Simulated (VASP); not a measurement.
# In (Im-3m) in VASP: further runs

In is run at these levels: PBEsol, RPBE; tasks: relaxation of cell and atoms.

All numbers are computed with VASP 6.6.1; they aren't measurements. Logs are shortened: lines on timing, memory, paths and dates and some standing lists are left out, and cuts for length are marked.

**1. The cell of the first run**

Symmetry: Im-3m, No. 229, cubic system. The conventional cell has a = 3.765 Å, b = 3.765 Å, c = 3.765 Å, α = 90.00°, β = 90.00°, γ = 90.00°. Within 4.3 Å of In (site symmetry m-3m) lie 14 In at 3.26 to 3.77 Å.

**2. Relaxation of cell and atoms, PBEsol**

Input file INCAR:

```
SYSTEM = In
ALGO     = Normal         ! electronic algorithm
EDIFF    = 1E-6           ! SCF threshold, eV
EDIFFG   = -0.01          ! ionic threshold
ENCUT    = 600            ! plane-wave cutoff, eV
GGA      = PS             ! functional
IBRION   = 2              ! ionic algorithm
ISIF     = 3              ! what is computed and relaxed
ISMEAR   = -1             ! smearing method
LASPH    = .TRUE.         ! aspherical terms in the spheres
LCHARG   = .FALSE.        ! write CHGCAR
LREAL    = .FALSE.        ! projectors in reciprocal space
LWAVE    = .FALSE.        ! write WAVECAR
NELM     = 80             ! most SCF steps
NSW      = 60             ! ionic steps
PREC     = Accurate       ! precision mode
SIGMA    = 0.05           ! smearing width, eV
```

Input file KPOINTS:

```
k-points
0
G
  10 10 10
  0 0 0
```

Input file POSCAR:

```
In
1.0
   -1.8825252400      1.8825252400      1.8825252400
    1.8825252400     -1.8825252400      1.8825252400
    1.8825252400      1.8825252400     -1.8825252400
In
1
Direct
    0.0000000000      0.0000000000      0.0000000000
```

Potentials or basis: VASP PAW PBE potentials, release 64 (In_d).

Command:

```
$ cat potpaw_PBE.64/In_d/POTCAR > POTCAR
$ mpirun -np 1 vasp_std > vasp.out
```

OUTCAR:

```text
SYSTEM = In
   EDIFF = 1E-6
   EDIFFG = -0.01
   ENCUT = 600
   GGA = PS
   IBRION = 2
   ISIF = 3
   ISMEAR = -1
   LASPH = .TRUE.
   LREAL = .FALSE.
   NELM = 80
   NSW = 60
   PREC = Accurate

 ion  position               nearest neighbor table
   1  0.000  0.000  0.000-

  LATTYP: Found a body centered cubic cell.
 ALAT       =     3.7650504800

  Lattice vectors:

 A1 = (  -1.8825252400,   1.8825252400,   1.8825252400)
 A2 = (   1.8825252400,  -1.8825252400,   1.8825252400)
 A3 = (   1.8825252400,   1.8825252400,  -1.8825252400)

Analysis of symmetry for initial positions (statically):
=====================================================================
 Subroutine PRICEL returns:
 Original cell was already a primitive cell.

 Routine SETGRP: Setting up the symmetry group for a
 body centered cubic supercell.

 Subroutine GETGRP returns: Found 48 space group operations
 (whereof 48 operations were pure point group operations)
 out of a pool of 48 trial point group operations.

The static configuration has the point symmetry O_h .

Analysis of symmetry for dynamics (positions and initial velocities):
=====================================================================
 Subroutine PRICEL returns:
 Original cell was already a primitive cell.

 Routine SETGRP: Setting up the symmetry group for a
 body centered cubic supercell.

 Subroutine GETGRP returns: Found 48 space group operations
 (whereof 48 operations were pure point group operations)
 out of a pool of 48 trial point group operations.

The dynamic configuration has the point symmetry O_h .

 Subroutine INISYM returns: Found 48 space group operations
 (whereof 48 operations are pure point group operations),
 and found     1 'primitive' translations

----------------------------------------------------------------------------------------

                                     Primitive cell

  volume of cell :      26.6859

  direct lattice vectors                    reciprocal lattice vectors
    -1.882525240  1.882525240  1.882525240     0.000000000  0.265600689  0.265600689
     1.882525240 -1.882525240  1.882525240     0.265600689  0.000000000  0.265600689
     1.882525240  1.882525240 -1.882525240     0.265600689  0.265600689  0.000000000

  length of vectors
     3.260629362  3.260629362  3.260629362     0.375616096  0.375616096  0.375616096

  position of ions in fractional coordinates (direct lattice)
[... 89 lines left out ...]
   NUPDOWN=      -1.0000    fix difference up-down
   EMIN   =  10.00;   EMAX   =-10.00  energy-range for DOS
   EFERMI =   0.00;   METHOD = LEGACY
   ISMEAR =    -1;   SIGMA  =   0.05  broadening in eV -4-tet -1-fermi 0-gaus
   EFERMI_NEDOS =   21; number of points for ismear=-14 and -15
   IALGO  =     38    algorithm
   IMIX   =      4    mixing-type and parameters
     AMIX     =   0.40;   BMIX     =  1.00
     AMIX_MAG =   1.60;   BMIX_MAG =  1.00
  volume/ion in A,a.u.               =      26.69       180.09
  Fermi-wavevector in a.u.,A,eV,Ry     =   1.288136  2.434225 22.576080  1.659295
  Thomas-Fermi vector in A             =   2.420108
   LORBIT       =      0    0 simple, 1 ext, 2 COOP (PROOUT), +10 PAW based schemes
   GGA     = PS    functional components
   LHFCALC =     F    Hartree Fock is set to
   AEXX    =    0.0000 exact exchange contribution
   IVDW    =     0    specifies the selected vdW correction
   LEPSILON=     F    determine dielectric tensor
   LRPA    =     F    only Hartree local field effects (RPA)
 conjugate gradient relaxation of ions
 non-spin polarized calculation
  energy-cutoff  :      600.00
  volume of cell :       26.69
 maximum number of plane-waves:       935
 NGX is ok and might be reduce to    28
   NGX = 13   NGY = 13   NGZ = 13

--------------------------------------- Ionic step        1  -------------------------------------------

 number of electron      12.9999996 magnetization

 Free energy of the ion-electron system (eV)
  ---------------------------------------------------
  ext. energy  EPLUGINS =         0.00000000
  ---------------------------------------------------
  free energy    TOTEN  =        -2.97419052 eV

  energy without entropy =       -2.96868734  energy(sigma->0) =       -2.97143893

------------------------ aborting loop because EDIFF is reached ----------------------------------------

  FORCE on cell =-STRESS in cart. coord.  units (eV):
  Direction    XX          YY          ZZ          XY          YZ          ZX
  --------------------------------------------------------------------------------------
  -------------------------------------------------------------------------------------
  Total       -0.2171372     -0.2171372     -0.2171372     -0.0000000      0.0000000     -0.0000000
  in kB      -13.0365428    -13.0365428    -13.0365428     -0.0000000      0.0000000     -0.0000000
  external PRESSURE =     -13.0365428 kB  Pullay stress =       0.0000000 kB
[... 57 lines left out ...]
--------------------------------------- Ionic step        3  -------------------------------------------

 number of electron      12.9999997 magnetization

 Free energy of the ion-electron system (eV)
  ---------------------------------------------------
  ext. energy  EPLUGINS =         0.00000000
  ---------------------------------------------------
  free energy    TOTEN  =        -2.97798746 eV

  energy without entropy =       -2.97264983  energy(sigma->0) =       -2.97531865

 E-fermi :   7.4373     XC(G=0): -10.4729

 val. band max:        7.4254940470   @ k =   0.3000   0.3000   0.0000
 cond. band min:       7.4565696447   @ k =   0.2000   0.2000   0.2000
 fundamental gap:      0.0310755977
 Fermi energy:         7.4373287051

 k-point     1 :       0.0000    0.0000    0.0000
  band No.  band energies     occupation
      1      -7.0954      2.00000
      2      -7.0954      2.00000
      3      -7.0954      2.00000
      4      -6.8042      2.00000
      5      -6.8042      2.00000
      6      -2.1434      2.00000
      7      18.7555      0.00000
      8      18.7555      0.00000
      9      18.7555      0.00000
     10      20.5620      0.00000
[... 287 lines left out ...]
 k-point    24 :      -0.3000    0.3000    0.1000
  band No.  band energies     occupation
      1      -7.1269      2.00000
      2      -7.0616      2.00000
      3      -6.8805      2.00000
      4      -6.8198      2.00000
      5      -6.7981      2.00000
      6       0.2469      2.00000
      7       9.8234      0.00000
      8      13.7377      0.00000
      9      14.8819      0.00000
     10      18.5831      0.00000

 [... further k-points ...]
[... 5 lines left out ...]
  --------------------------------------------------------------------------------------
  -------------------------------------------------------------------------------------
  Total       -0.0038513     -0.0038513     -0.0038513      0.0000000      0.0000000      0.0000000
  in kB       -0.2391180     -0.2391180     -0.2391180      0.0000000      0.0000000      0.0000000
  external PRESSURE =      -0.2391180 kB  Pullay stress =       0.0000000 kB
[... 16 lines left out ...]
  FREE ENERGIE OF THE ION-ELECTRON SYSTEM (eV)
  ---------------------------------------------------
  free  energy   TOTEN  =        -2.9779874641 eV

  energy  without entropy=       -2.9726498307  energy(sigma->0) =       -2.97531865

 reached required accuracy - stopping structural energy minimisation
```

Run time: 30 s. Hardware: 1 thread of AMD EPYC 7R13 (Zen 3), shared host; peak memory 0.14 GiB.

What came out:

| Item | Value |
| --- | --- |
| Free energy | -2.9780 eV |
| Relaxed volume | 25.81 Å³/atom |
| Relaxed cell | a = 3.224 Å, b = 3.224 Å, c = 3.224 Å, α = 109.47°, β = 109.47°, γ = 109.47° |
| Space group after relaxing (to 0.05 Å) | Im-3m (No. 229) |
| Energy gained by relaxing | 3.8 meV/atom |
| Ionic steps | 3 |
| Pressure after relaxing | 0.0 GPa |

The path:
| step | energy change (eV) | largest force (eV/Å) | pressure (GPa) | volume (Å³) |
| --- | --- | --- | --- | --- |
| 1 | 0.0000 | 0.0000 | -1.30 | 26.69 |
| 2 | -0.0038 | 0.0000 | -0.09 | 25.86 |
| 3 | -0.0038 | 0.0000 | -0.02 | 25.81 |

Final structure:
```
CELL_PARAMETERS angstrom
-1.86158 1.86158 1.86158
1.86158 -1.86158 1.86158
1.86158 1.86158 -1.86158
ATOMIC_POSITIONS crystal
In 0.00000 0.00000 0.00000
```

Caveat: the PAW data sets were made with another functional, which shifts forces and pressure a little; spin-orbit coupling is left out, which moves the levels of the heavy elements.

**3. Relaxation of cell and atoms, RPBE**

Input file INCAR:

```
ALGO = Fast ; EDIFF = 1E-6
EDIFFG = -0.01 ; ENCUT = 600
GGA = RP ; IBRION = 2
ISIF = 3 ; ISMEAR = -1
LASPH = T ; LCHARG = F
LREAL = F ; LWAVE = F
NELM = 60 ; NSW = 60
PREC = Accurate ; SIGMA = 0.05
```

Input file KPOINTS:

```
k-points
0
Gamma
  10 10 10
```

POSCAR is that of step 2.

Potentials or basis: VASP PAW PBE potentials, release 64 (In_d).

Command:

```
$ cat potpaw_PBE.64/In_d/POTCAR > POTCAR
$ mpirun -np 1 vasp_std > vasp.out
```

OUTCAR:

```text
EDIFF = 1E-6
   EDIFFG = -0.01
   ENCUT = 600
   GGA = RP
   IBRION = 2
   ISIF = 3
   ISMEAR = -1
   LASPH = T
   LREAL = F
   NELM = 60
   NSW = 60
   PREC = Accurate

 ion  position               nearest neighbor table
   1  0.000  0.000  0.000-

  LATTYP: Found a body centered cubic cell.
 ALAT       =     3.7650504800

  Lattice vectors:

 A1 = (  -1.8825252400,   1.8825252400,   1.8825252400)
 A2 = (   1.8825252400,  -1.8825252400,   1.8825252400)
 A3 = (   1.8825252400,   1.8825252400,  -1.8825252400)

Analysis of symmetry for initial positions (statically):
=====================================================================
 Subroutine PRICEL returns:
 Original cell was already a primitive cell.

 Routine SETGRP: Setting up the symmetry group for a
 body centered cubic supercell.

 Subroutine GETGRP returns: Found 48 space group operations
 (whereof 48 operations were pure point group operations)
 out of a pool of 48 trial point group operations.

The static configuration has the point symmetry O_h .

Analysis of symmetry for dynamics (positions and initial velocities):
=====================================================================
 Subroutine PRICEL returns:
 Original cell was already a primitive cell.

 Routine SETGRP: Setting up the symmetry group for a
 body centered cubic supercell.

 Subroutine GETGRP returns: Found 48 space group operations
 (whereof 48 operations were pure point group operations)
 out of a pool of 48 trial point group operations.

[... 139 lines left out ...]

 number of electron      12.9999996 magnetization

 Free energy of the ion-electron system (eV)
  ---------------------------------------------------
  ext. energy  EPLUGINS =         0.00000000
  ---------------------------------------------------
  free energy    TOTEN  =        -2.17543357 eV

  energy without entropy =       -2.16993008  energy(sigma->0) =       -2.17268182

 E-fermi :   7.3821     XC(G=0): -10.0655

 val. band max:        7.1315185310   @ k =   0.3000   0.2000   0.0000
 cond. band min:       7.3879459642   @ k =   0.3000   0.3000   0.0000
 fundamental gap:      0.2564274332
 Fermi energy:         7.3820966553

 k-point     1 :       0.0000    0.0000    0.0000
  band No.  band energies     occupation
      1      -7.2819      2.00000
      2      -7.2819      2.00000
      3      -7.2819      2.00000
      4      -7.0202      2.00000
      5      -7.0202      2.00000
      6      -1.9570      2.00000
      7      18.4084      0.00000
      8      18.4086      0.00000
      9      18.4272      0.00000
     10      20.3300      0.00000
[... 368 lines left out ...]
--------------------------------------- Ionic step        3  -------------------------------------------

 number of electron      13.0000004 magnetization

 Free energy of the ion-electron system (eV)
  ---------------------------------------------------
  ext. energy  EPLUGINS =         0.00000000
  ---------------------------------------------------
  free energy    TOTEN  =        -2.19753891 eV

  energy without entropy =       -2.19277818  energy(sigma->0) =       -2.19515854

 E-fermi :   6.4787     XC(G=0):  -9.6717

 val. band max:        6.4674058600   @ k =  -0.3000   0.5000   0.1000
 cond. band min:       6.4979162811   @ k =  -0.4000   0.4000   0.2000
 fundamental gap:      0.0305104211
 Fermi energy:         6.4787410560

 k-point     1 :       0.0000    0.0000    0.0000
  band No.  band energies     occupation
      1      -8.0981      2.00000
      2      -8.0981      2.00000
      3      -8.0981      2.00000
      4      -7.8880      2.00000
      5      -7.8880      2.00000
      6      -2.3046      2.00000
      7      16.6289      0.00000
      8      16.6289      0.00000
      9      16.6289      0.00000
     10      19.1683      0.00000
[... 327 lines left out ...]
  FREE ENERGIE OF THE ION-ELECTRON SYSTEM (eV)
  ---------------------------------------------------
  free  energy   TOTEN  =        -2.1975389070 eV

  energy  without entropy=       -2.1927781804  energy(sigma->0) =       -2.19515854

 reached required accuracy - stopping structural energy minimisation
```

OSZICAR:

```text
N       E                     dE             d eps       ncg     rms          rms(c)
DAV:   1     0.753213872841E+02    0.75321E+02   -0.70440E+03   942   0.179E+03
DAV:   2     0.947002899155E+00   -0.74374E+02   -0.73154E+02   954   0.299E+02
DAV:   3    -0.211657708001E+01   -0.30636E+01   -0.30529E+01  1114   0.679E+01
DAV:   4    -0.218910385995E+01   -0.72527E-01   -0.72504E-01  1212   0.111E+01
[... 27 lines left out ...]
RMM:   3    -0.219755899116E+01    0.12672E-02   -0.47403E-03  1008   0.128E+00    0.661E-02
RMM:   4    -0.219755472193E+01    0.42692E-05   -0.48234E-04  1015   0.331E-01    0.543E-02
RMM:   5    -0.219754187571E+01    0.12846E-04   -0.10349E-04  1104   0.143E-01    0.232E-02
RMM:   6    -0.219753875501E+01    0.31207E-05   -0.23292E-05  1020   0.774E-02    0.693E-03
RMM:   7    -0.219753890702E+01   -0.15201E-06   -0.74175E-06   916   0.383E-02
   3 F= -.21975389E+01 E0= -.21951585E+01  d E =-.221053E-01
```

CONTCAR:

```text
In
   1.00000000000000
    -1.9359798959771410    1.9359798959771410    1.9359798959771410
     1.9359798959771410   -1.9359798959771410    1.9359798959771410
     1.9359798959771410    1.9359798959771410   -1.9359798959771410
  In
     1
Direct
     0.0000000000000000    0.0000000000000000    0.0000000000000000

  0.00000000E+00  0.00000000E+00  0.00000000E+00
```

It took 38 s on 1 thread of AMD EPYC 7R13 (Zen 3), shared host; peak memory 0.14 GiB.

Results:

```
Free energy                            : -2.1975 eV
Relaxed volume                         : 29.02 Å³/atom
Relaxed cell                           : a = 3.353 Å, b = 3.353 Å, c = 3.353 Å, α = 109.47°, β = 109.47°, γ = 109.47°
Space group after relaxing (to 0.05 Å) : Im-3m (No. 229)
Energy gained by relaxing              : 22.1 meV/atom
Ionic steps                            : 3
Pressure after relaxing                : 0.0 GPa
```

The path:
```csv
step,energy change (eV),largest force (eV/Å),pressure (GPa),volume (Å³)
1,0.0000,0.0000,3.18,26.69
2,-0.0218,0.0000,0.27,28.79
3,-0.0221,0.0000,0.00,29.02
```

Final structure:
```
In
1.0
    -1.93598    1.93598    1.93598
     1.93598   -1.93598    1.93598
     1.93598    1.93598   -1.93598
In
1
Direct
  0.00000 0.00000 0.00000
```

Caveat: the PAW data sets were made with another functional, which shifts forces and pressure a little; spin-orbit coupling is left out, which moves the levels of the heavy elements.
